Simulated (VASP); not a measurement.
# Ga4P (P4/nbm) in VASP: a series of runs

The runs below take Ga4P through single point, with PBE.

Everything below comes from runs of VASP 6.6.1. Logs are shortened: lines on timing, memory, paths and dates and some standing lists are left out, and cuts for length are marked.

## (1) The cell of the first run

The structure is tetragonal, space group P4/nbm (No. 125). The conventional cell has a = 5.904 Å, b = 5.904 Å, c = 5.336 Å, α = 90.00°, β = 90.00°, γ = 90.00°. Ga (site symmetry m) has 2 P at 2.56 Å and 11 Ga at 2.90 to 3.38 Å within 3.4 Å. P (site symmetry 422) has 8 Ga at 2.56 Å within 3.4 Å.

## (2) Single point, PBE

INCAR

```
SYSTEM = Ga4P
PREC = Accurate ; ENCUT = 520
EDIFF = 1E-6 ; ISMEAR = 0
SIGMA = 0.1 ; LREAL = .False.
LASPH = .True. ; NELM = 100
ALGO = Normal ; ISIF = 2
LWAVE = .False. ; LCHARG = .True.
GGA = PE ; LELF = .True.
LVHAR = .True. ; NBANDS = 68
```

KPOINTS

```
regular mesh
0
Gamma
  4 4 4
  0 0 0
```

POSCAR

```
Ga4P
1.0
    5.9037148700      0.0000000000      0.0000000000
    0.0000000000      5.9037148700      0.0000000000
    0.0000000000      0.0000000000      5.3361626100
Ga P
8 2
Direct
    0.6738500600      0.8261499400      0.2517777400
    0.8261499400      0.3261499400      0.2517777400
    0.1738500600      0.3261499400      0.7482222600
    0.8261499400      0.6738500600      0.7482222600
    0.6738500600      0.1738500600      0.7482222600
    0.3261499400      0.8261499400      0.7482222600
    0.3261499400      0.1738500600      0.2517777400
    0.1738500600      0.6738500600      0.2517777400
    0.5000000000      0.5000000000      0.0000000000
    0.0000000000      0.0000000000      0.0000000000
```

Potentials or basis: VASP PAW PBE potentials, release 64 (Ga_d, P).

On the command line:

```sh
$ cat potpaw_PBE.64/Ga_d/POTCAR potpaw_PBE.64/P/POTCAR > POTCAR
$ mpirun -np 1 vasp_std > vasp.out
```

OUTCAR:

```text
SYSTEM = Ga4P
   PREC = Accurate
   ENCUT = 520
   EDIFF = 1E-6
   ISMEAR = 0
   LREAL = .False.
   LASPH = .True.
   NELM = 100
   ISIF = 2
   GGA = PE

 ion  position               nearest neighbor table
   1  0.674  0.826  0.252-   9 2.56  10 2.56   7 2.90
   2  0.826  0.326  0.252-   9 2.56  10 2.56   8 2.90
   3  0.174  0.326  0.748-   9 2.56  10 2.56   4 2.90
   4  0.826  0.674  0.748-   9 2.56  10 2.56   3 2.90
   5  0.674  0.174  0.748-   9 2.56  10 2.56   6 2.90
   6  0.326  0.826  0.748-   9 2.56  10 2.56   5 2.90
   7  0.326  0.174  0.252-   9 2.56  10 2.56   1 2.90
   8  0.174  0.674  0.252-   9 2.56  10 2.56   2 2.90
   9  0.500  0.500  0.000-   1 2.56   2 2.56   3 2.56   4 2.56   5 2.56   6 2.56   7 2.56   8 2.56

  10  0.000  0.000  0.000-   1 2.56   2 2.56   3 2.56   4 2.56   5 2.56   6 2.56   7 2.56   8 2.56

  LATTYP: Found a simple tetragonal cell.
 ALAT       =     5.9037148700
 C/A-ratio  =     0.9038652319

  Lattice vectors:

 A1 = (   5.9037148700,   0.0000000000,   0.0000000000)
 A2 = (   0.0000000000,   5.9037148700,   0.0000000000)
 A3 = (   0.0000000000,   0.0000000000,   5.3361626100)

Analysis of symmetry for initial positions (statically):
=====================================================================
 Subroutine PRICEL returns:
 Original cell was already a primitive cell.

 Routine SETGRP: Setting up the symmetry group for a
 simple tetragonal supercell.

 Subroutine GETGRP returns: Found 16 space group operations
 (whereof  8 operations were pure point group operations)
 out of a pool of 16 trial point group operations.

The static configuration has the point symmetry D_4 .
 The point group associated with its full space group is D_4h.

Analysis of symmetry for dynamics (positions and initial velocities):
=====================================================================
 Subroutine PRICEL returns:
 Original cell was already a primitive cell.

 Routine SETGRP: Setting up the symmetry group for a
 simple tetragonal supercell.

 Subroutine GETGRP returns: Found 16 space group operations
 (whereof  8 operations were pure point group operations)
 out of a pool of 16 trial point group operations.

The dynamic configuration has the point symmetry D_4 .
 The point group associated with its full space group is D_4h.

 Subroutine INISYM returns: Found 16 space group operations
 (whereof  8 operations are pure point group operations),
 and found     1 'primitive' translations

----------------------------------------------------------------------------------------

                                     Primitive cell

  volume of cell :     185.9858

  direct lattice vectors                    reciprocal lattice vectors
     5.903714870  0.000000000  0.000000000     0.169384874  0.000000000  0.000000000
     0.000000000  5.903714870  0.000000000     0.000000000  0.169384874  0.000000000
     0.000000000  0.000000000  5.336162610     0.000000000  0.000000000  0.187400586

  length of vectors
     5.903714870  5.903714870  5.336162610     0.169384874  0.169384874  0.187400586

  position of ions in fractional coordinates (direct lattice)
     0.673850060  0.826149940  0.251777740
     0.826149940  0.326149940  0.251777740
     0.173850060  0.326149940  0.748222260
     0.826149940  0.673850060  0.748222260
     0.673850060  0.173850060  0.748222260
     0.326149940  0.826149940  0.748222260
     0.326149940  0.173850060  0.251777740
     0.173850060  0.673850060  0.251777740
     0.500000000  0.500000000  0.000000000
     0.000000000  0.000000000  0.000000000

  ion indices of the primitive-cell ions
   primitive index   ion index
                 1           1
                 2           2
                 3           3
                 4           4
                 5           5
                 6           6
                 7           7
                 8           8
                 9           9
                10          10

----------------------------------------------------------------------------------------

 KPOINTS: regular mesh

Automatic generation of k-mesh.
 Grid dimensions read from file:
 generate k-points for:    4    4    4

 Generating k-lattice:

  Cartesian coordinates                     Fractional coordinates (reciprocal lattice)
     0.042346219  0.000000000  0.000000000     0.250000000  0.000000000  0.000000000
     0.000000000  0.042346219  0.000000000     0.000000000  0.250000000  0.000000000
     0.000000000  0.000000000  0.046850146     0.000000000  0.000000000  0.250000000

  Length of vectors
     0.042346219  0.042346219  0.046850146

  Shift w.r.t. Gamma in fractional coordinates (k-lattice)
     0.000000000  0.000000000  0.000000000

 Subroutine IBZKPT returns following result:
 ===========================================

 Found     18 irreducible k-points:

 Following reciprocal coordinates:
            Coordinates               Weight
  0.000000  0.000000  0.000000      1.000000
  0.250000  0.000000  0.000000      4.000000
  0.500000  0.000000  0.000000      2.000000
  0.250000  0.250000  0.000000      4.000000
  0.500000  0.250000  0.000000      4.000000
  0.500000  0.500000  0.000000      1.000000
[... 10 lines left out ...]
  0.500000  0.250000  0.500000      4.000000
  0.500000  0.500000  0.500000      1.000000
   k-points           NKPTS =     18   k-points in BZ     NKDIM =     18   number of bands    NBANDS=     68
   number of dos      NEDOS =    301   number of ions     NIONS =     10
   total plane-waves  NPLWV =  92160
   dimension x,y,z NGX =    48 NGY =   48 NGZ =   40
   dimension x,y,z NGXF=    96 NGYF=   96 NGZF=   80
   ions per type =               8   2
   NGX,Y,Z   is equivalent  to a cutoff of  13.52, 13.52, 12.46 a.u.
   NGXF,Y,Z  is equivalent  to a cutoff of  27.03, 27.03, 24.92 a.u.
 SYSTEM =  Ga4P
   PREC   = accura    normal or accurate (medium, high low for compatibility)
   ISTART =      0    job   : 0-new  1-cont  2-samecut
   ICHARG =      2    charge: 1-file 2-atom 10-const
   ISPIN  =      1    spin polarized calculation?
   LNONCOLLINEAR =      F non collinear calculations
   LSORBIT =      F    spin-orbit coupling
   LASPH  =      T    aspherical Exc in radial PAW
   ENCUT  =  520.0 eV  38.22 Ry    6.18 a.u.  10.98 10.98  9.92*2*pi/ulx,y,z
   NELM   =    100;   NELMIN=  2; NELMDL= -5     # of ELM steps
   EDIFF  = 0.1E-05   stopping-criterion for ELM
   LREAL  =      F    real-space projection
   EDIFFG = 0.1E-04   stopping-criterion for IOM
   NSW    =      0    number of steps for IOM
   IBRION =     -1    ionic relax: 0-MD 1-quasi-New 2-CG
   NFREE  =      0    steps in history (QN), initial steepest desc. (CG)
   ISIF   =      2    stress and relaxation
   ISYM   =      2    0-nonsym 1-usesym 2-fastsym
   POTIM  = 0.5000    time-step for ionic-motion
   TEBEG  =    0.0;   TEEND  =   0.0 temperature during run
   PSTRESS=    0.0 pullay stress
   NELECT =     114.0000    total number of electrons
   NUPDOWN=      -1.0000    fix difference up-down
   EMIN   =  10.00;   EMAX   =-10.00  energy-range for DOS
   EFERMI =   0.00;   METHOD = LEGACY
   ISMEAR =     0;   SIGMA  =   0.10  broadening in eV -4-tet -1-fermi 0-gaus
   EFERMI_NEDOS =   21; number of points for ismear=-14 and -15
   IALGO  =     38    algorithm
   IMIX   =      4    mixing-type and parameters
     AMIX     =   0.40;   BMIX     =  1.00
     AMIX_MAG =   1.60;   BMIX_MAG =  1.00
  volume/ion in A,a.u.               =      18.60       125.51
  Fermi-wavevector in a.u.,A,eV,Ry     =   1.390646  2.627939 26.312247  1.933896
  Thomas-Fermi vector in A             =   2.514561
   LORBIT       =      0    0 simple, 1 ext, 2 COOP (PROOUT), +10 PAW based schemes
   GGA     = PE    functional components
   LHFCALC =     F    Hartree Fock is set to
   AEXX    =    0.0000 exact exchange contribution
   IVDW    =     0    specifies the selected vdW correction
   LEPSILON=     F    determine dielectric tensor
   LRPA    =     F    only Hartree local field effects (RPA)
 non-spin polarized calculation
 Gauss-broadening in eV      SIGMA  =   0.10
  energy-cutoff  :      520.00
  volume of cell :      185.99
 maximum number of plane-waves:      5048
 NGX is ok and might be reduce to    48
   NGX = 21   NGY = 21   NGZ = 19

 number of electron     114.0000049 magnetization

 Free energy of the ion-electron system (eV)
  ---------------------------------------------------
  ext. energy  EPLUGINS =         0.00000000
  ---------------------------------------------------
  free energy    TOTEN  =       -32.91792784 eV

  energy without entropy =      -32.88851670  energy(sigma->0) =      -32.90322227

 E-fermi :   5.8931     XC(G=0): -10.8181

 val. band max:        5.8833177199   @ k =   0.5000   0.5000   0.0000
 cond. band min:       5.9048616380   @ k =   0.5000   0.2500   0.0000
 fundamental gap:      0.0215439181
 Fermi energy:         5.8930946578

 k-point     1 :       0.0000    0.0000    0.0000
  band No.  band energies     occupation
      1      -9.2617      2.00000
      2      -9.1506      2.00000
      3      -9.0783      2.00000
      4      -9.0783      2.00000
      5      -9.0570      2.00000
      6      -9.0501      2.00000
[... 60 lines left out ...]
     67       9.2954      0.00000
     68      11.0429      0.00000

 k-point     2 :       0.2500    0.0000    0.0000
  band No.  band energies     occupation
      1      -9.2474      2.00000
      2      -9.1831      2.00000
      3      -9.0737      2.00000
      4      -9.0711      2.00000
      5      -9.0682      2.00000
      6      -9.0529      2.00000
[... 60 lines left out ...]
     67      10.0760      0.00000
     68      10.2093      0.00000

 k-point     3 :       0.5000    0.0000    0.0000
  band No.  band energies     occupation
      1      -9.2165      2.00000
      2      -9.2165      2.00000
      3      -9.0781      2.00000
      4      -9.0781      2.00000
      5      -9.0699      2.00000
      6      -9.0699      2.00000
[... 1054 lines left out ...]
     67      10.1182      0.00000
     68      10.1182      0.00000

 k-point    18 :       0.5000    0.5000    0.5000
  band No.  band energies     occupation
      1      -9.2233      2.00000
      2      -9.2233      2.00000
      3      -9.0737      2.00000
      4      -9.0737      2.00000
      5      -9.0719      2.00000
      6      -9.0719      2.00000
[... 60 lines left out ...]
     67       8.8758      0.00000
     68       8.8758      0.00000

------------------------ aborting loop because EDIFF is reached ----------------------------------------

  FORCE on cell =-STRESS in cart. coord.  units (eV):
  Direction    XX          YY          ZZ          XY          YZ          ZX
  --------------------------------------------------------------------------------------
  -------------------------------------------------------------------------------------
  Total        5.1114563      5.1114563      3.5715318      0.0000000      0.0000000      0.0000000
  in kB       44.0327118     44.0327118     30.7670109      0.0000000      0.0000000      0.0000000
  external PRESSURE =      39.6108115 kB  Pullay stress =       0.0000000 kB

 VOLUME and BASIS-vectors are now :
 -----------------------------------------------------------------------------
  energy-cutoff  :      520.00
  volume of cell :      185.99
      direct lattice vectors                 reciprocal lattice vectors
     5.903714870  0.000000000  0.000000000     0.169384874  0.000000000  0.000000000
     0.000000000  5.903714870  0.000000000     0.000000000  0.169384874  0.000000000
     0.000000000  0.000000000  5.336162610     0.000000000  0.000000000  0.187400586

 POSITION                                       TOTAL-FORCE (eV/Angst)
 -----------------------------------------------------------------------------------
      3.97822      4.87735      1.34353        -0.220505      0.220505      0.789008
      4.87735      1.92550      1.34353         0.220505      0.220505      0.789008
      1.02636      1.92550      3.99264        -0.220505      0.220505     -0.789008
      4.87735      3.97822      3.99264         0.220505     -0.220505     -0.789008
      3.97822      1.02636      3.99264        -0.220505     -0.220505     -0.789008
      1.92550      4.87735      3.99264         0.220505      0.220505     -0.789008
      1.92550      1.02636      1.34353         0.220505     -0.220505      0.789008
      1.02636      3.97822      1.34353        -0.220505     -0.220505      0.789008
      2.95186      2.95186      0.00000         0.000000      0.000000      0.000000
      0.00000      0.00000      0.00000         0.000000      0.000000      0.000000
 -----------------------------------------------------------------------------------
    total drift:                                0.000000     -0.000000     -0.000000

  FREE ENERGIE OF THE ION-ELECTRON SYSTEM (eV)
  ---------------------------------------------------
  free  energy   TOTEN  =       -32.9179278429 eV

  energy  without entropy=      -32.8885166992  energy(sigma->0) =      -32.90322227
```

Wall time 2.9 min (1 thread of Intel Xeon Platinum 8375C at 2.90GHz (Ice Lake), shared host); peak memory 0.37 GiB.

Results:

```yaml
Free_energy: -32.9179 eV
Pressure: 4.0 GPa
Largest_force: 0.848 eV/Å
Band_gap_on_the_k_mesh: zero (band 57 reaches 6.85 eV, above the bottom of band 58 at 4.87 eV)
```

Forces on the atoms (eV/Å):
```
Ga  -0.221  0.221  0.789
Ga   0.221  0.221  0.789
Ga  -0.221  0.221 -0.789
Ga   0.221 -0.221 -0.789
Ga  -0.221 -0.221 -0.789
Ga   0.221  0.221 -0.789
Ga   0.221 -0.221  0.789
Ga  -0.221 -0.221  0.789
P    0.000  0.000  0.000
P    0.000  0.000  0.000
```

## (3) Single point, PBE

This run uses another cell than the first one, of 19.16 Å³/atom, 1.030 times its volume.

INCAR

```
ALGO = Normal
EDIFF = 1E-6
ENCUT = 520
GGA = PE
ISIF = 2
ISMEAR = 0
LASPH = T
LCHARG = T
LELF = T
LREAL = F
LVHAR = T
LWAVE = F
NBANDS = 68
NELM = 80
PREC = Accurate
SIGMA = 0.1
```

KPOINTS

```
k-points
0
Gamma
  4 4 4
```

POSCAR

```
Ga4P
1.0
    6.0310324456      0.0000000000      0.0000000000
    0.0000000000      6.0310324456      0.0000000000
    0.0000000000      0.0000000000      5.2685349790
Ga P
8 2
Direct
    0.6636358162      0.8363641838      0.2770114639
    0.8363641838      0.3363641838      0.2770114639
    0.1636358162      0.3363641838      0.7229885361
    0.8363641838      0.6636358162      0.7229885361
    0.6636358162      0.1636358162      0.7229885361
    0.3363641838      0.8363641838      0.7229885361
    0.3363641838      0.1636358162      0.2770114639
    0.1636358162      0.6636358162      0.2770114639
    0.5000000000      0.5000000000      0.0000000000
    0.0000000000      0.0000000000      0.0000000000
```

Potentials or basis: VASP PAW PBE potentials, release 64 (Ga_d, P).

On the command line:

```sh
$ cat potpaw_PBE.64/Ga_d/POTCAR potpaw_PBE.64/P/POTCAR > POTCAR
$ mpirun -np 1 vasp_std > vasp.out
```

It took 3 min on 1 thread of Intel Xeon Platinum 8375C at 2.90GHz (Ice Lake), shared host; peak memory 0.38 GiB.

It converged, with:

- Free energy: -33.5279 eV
- Pressure: 0.1 GPa
- Largest force: 0.018 eV/Å
- Band gap on the k mesh: zero (band 57 reaches 6.68 eV, above the bottom of band 58 at 4.80 eV)

Forces in eV/Å, atoms in the order of the input:
```
Ga  -0.005  0.005  0.016
Ga   0.005  0.005  0.016
Ga  -0.005  0.005 -0.016
Ga   0.005 -0.005 -0.016
Ga  -0.005 -0.005 -0.016
Ga   0.005  0.005 -0.016
Ga   0.005 -0.005  0.016
Ga  -0.005 -0.005  0.016
P    0.000  0.000  0.000
P    0.000  0.000  0.000
```

Stress tensor (GPa, compression positive):
```
 0.19  0.00  0.00
 0.00  0.19  0.00
 0.00  0.00 -0.20
```

Levels at points of the mesh, in eV from the Fermi level:
```tsv
k point	band 53	band 54	band 55	band 56	band 57	band 58	band 59	band 60	band 61	band 62
(0.00, 0.00, 0.00)	-2.02	-1.95	-1.95	-1.91	-1.34	-0.07	0.30	0.60	1.82	1.82
(0.50, 0.00, 0.00)	-1.70	-1.70	-1.23	-1.23	-0.78	-0.78	0.79	0.79	2.13	2.13
(0.50, 0.50, 0.00)	-2.89	-2.89	-0.51	-0.51	-0.25	-0.25	0.08	0.08	3.26	3.26
(0.00, 0.00, 0.50)	-3.25	-1.91	-1.78	-1.58	-0.79	-0.79	1.53	2.65	3.67	3.67
(0.50, 0.00, 0.50)	-1.28	-1.28	-0.64	-0.64	0.47	0.47	1.48	1.48	2.03	2.03
(0.50, 0.50, 0.50)	-0.63	-0.63	-0.32	-0.32	0.48	0.48	1.18	1.18	1.44	1.44
```

## (4) Single point, PBE

This run uses another cell than the first one, of 19.00 Å³/atom, 1.022 times its volume.

INCAR

```
PREC = Accurate ; ENCUT = 520
EDIFF = 1E-6 ; ISMEAR = 0
SIGMA = 0.1 ; LREAL = False
LASPH = True ; NELM = 60
ALGO = Normal ; ISIF = 2
LWAVE = False ; LCHARG = False
GGA = PE ; NBANDS = 68
```

KPOINTS

```
Automatic mesh
0
Gamma
  6 6 8
```

POSCAR

```
Ga4P
1.0
    5.8369200329      0.0000000000      0.0000000000
    0.0000000000      5.8369200329      0.0000000000
    0.0000000000      0.0000000000      5.5764440203
Ga P
8 2
Direct
    0.6664066481      0.8335933519      0.2829391019
    0.8335933519      0.3335933519      0.2829391019
    0.1664066481      0.3335933519      0.7170608981
    0.8335933519      0.6664066481      0.7170608981
    0.6664066481      0.1664066481      0.7170608981
    0.3335933519      0.8335933519      0.7170608981
    0.3335933519      0.1664066481      0.2829391019
    0.1664066481      0.6664066481      0.2829391019
    0.5000000000      0.5000000000      0.0000000000
    0.0000000000      0.0000000000      0.0000000000
```

On the command line:

```sh
$ cat potpaw_PBE.64/Ga_d/POTCAR potpaw_PBE.64/P/POTCAR > POTCAR
$ mpirun -np 1 vasp_std > vasp.out
```

It took 11 min on 1 thread of Intel Xeon Platinum 8259CL at 2.50GHz (Skylake/Cascade Lake), shared host; peak memory 0.57 GiB.

It converged, with:

```
Free energy            : -33.6508 eV
Pressure               : 0.1 GPa
Band gap on the k mesh : zero (band 57 reaches 6.59 eV, above the bottom of band 58 at 4.43 eV)
```

Levels at points of the mesh, in eV from the Fermi level:
| k point | band 55 | band 56 | band 57 | band 58 | band 59 | band 60 |
| --- | --- | --- | --- | --- | --- | --- |
| (0.00, 0.00, 0.00) | -2.26 | -1.68 | -1.54 | -0.56 | 0.35 | 0.44 |
| (0.50, 0.00, 0.00) | -1.37 | -1.37 | -1.24 | -1.24 | 1.03 | 1.03 |
| (0.50, 0.50, 0.00) | 0.01 | 0.01 | 0.40 | 0.40 | 0.51 | 0.51 |
| (0.00, 0.00, 0.50) | -1.56 | -1.12 | -0.62 | -0.62 | 1.16 | 1.89 |
| (0.50, 0.00, 0.50) | -0.75 | -0.75 | 0.22 | 0.22 | 1.05 | 1.05 |
| (0.50, 0.50, 0.50) | -0.20 | -0.20 | 0.84 | 0.84 | 1.62 | 1.62 |

## (5) Overview

```tsv
cell	k mesh	gap on the mesh (eV)	pressure (GPa)	largest force (eV/Å)
a = 5.904, b = 5.904, c = 5.336 Å, 10 atoms	4 × 4 × 4	none	4.0	0.85
a = 6.031, b = 6.031, c = 5.269 Å, 10 atoms	4 × 4 × 4	none	0.1	0.02
a = 5.837, b = 5.837, c = 5.576 Å, 10 atoms	6 × 6 × 8	none	0.1	-
```

Alike in all rows: task single point; level PBE; potentials or basis VASP PAW PBE potentials, release 64 (Ga_d, P); no spin polarisation; cutoff (eV) 520; smearing gaussian 0.1 eV.

Total energies depend on the potentials used, so only differences within one code and one set of settings carry meaning.
